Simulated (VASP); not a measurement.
Wanted: the native input for a VASP 6.6.1 run.

```yaml
Task: relaxation of cell and atoms
Functional: BLYP
Dispersion: D4
Potentials_or_basis: VASP PAW PBE potentials, release 64 (Ti_sv)
Cutoff: 600 eV
k_mesh: 11 × 11 × 11
Occupations: fermi-dirac, width 0.05 eV
Spin: no spin polarisation
Dipole_correction: no
Further_INCAR_settings: ALGO = Normal; EDIFF = 1e-06; IBRION = 2; EDIFFG = -0.01; NSW = 60; ISIF = 3
```

The structure of Ti lies in POSCAR:

```
Ti
1.0
    0.0000000000      2.0300000000      2.0300000000
    2.0300000000      0.0000000000      2.0300000000
    2.0300000000      2.0300000000      0.0000000000
Ti
1
Direct
    0.0000000000      0.0000000000      0.0000000000
```

This isn't the form of Ti at room conditions, which is hcp.

One way to write it, as run:

INCAR

```
SYSTEM = Ti
AGGAC = 1.0
AGGAX = 1.0
ALDAC = 0.0
ALDAX = 1.0
ALGO = Normal
EDIFF = 1E-6
EDIFFG = -0.01
ENCUT = 600
GGA = B5
IBRION = 2
ISIF = 3
ISMEAR = -1
IVDW = 13
LASPH = .TRUE.
LCHARG = .FALSE.
LREAL = .FALSE.
LWAVE = .FALSE.
NELM = 80
NSW = 60
PREC = Accurate
SIGMA = 0.05
VDW_A1 = 0.44488865
VDW_A2 = 4.0933009
VDW_S6 = 1.0
VDW_S8 = 2.34076671
```

KPOINTS

```
k-points
0
G
  11 11 11
  0 0 0
```

Potentials or basis: VASP PAW PBE potentials, release 64 (Ti_sv).

Run with:

```console
$ cat potpaw_PBE.64/Ti_sv/POTCAR > POTCAR
$ mpirun -np 1 vasp_std > vasp.out
```

Results of the run:

```json
{
  "Relaxed volume": "17.15 Å³/atom",
  "Relaxed cell": "a = 2.895 Å, b = 2.895 Å, c = 2.895 Å, α = 60.00°, β = 60.00°, γ = 60.00°",
  "Space group after relaxing (to 0.1 Å)": "Fm-3m (No. 225)",
  "Energy gained by relaxing": "3.5 meV/atom",
  "Ionic steps": "3",
  "Pressure after relaxing": "0.0 GPa",
  "Band gap on the k mesh": "zero (bands 6 and 7 overlap by 1.10 eV)",
  "Dispersion energy per atom": "-0.381 eV"
}
```

Caveat: the PAW data sets were made with another functional, which shifts forces and pressure a little.

Run time: 50 s on 1 thread of Intel Xeon 8259CL, with other jobs on the host, peak memory 0.15 GiB.
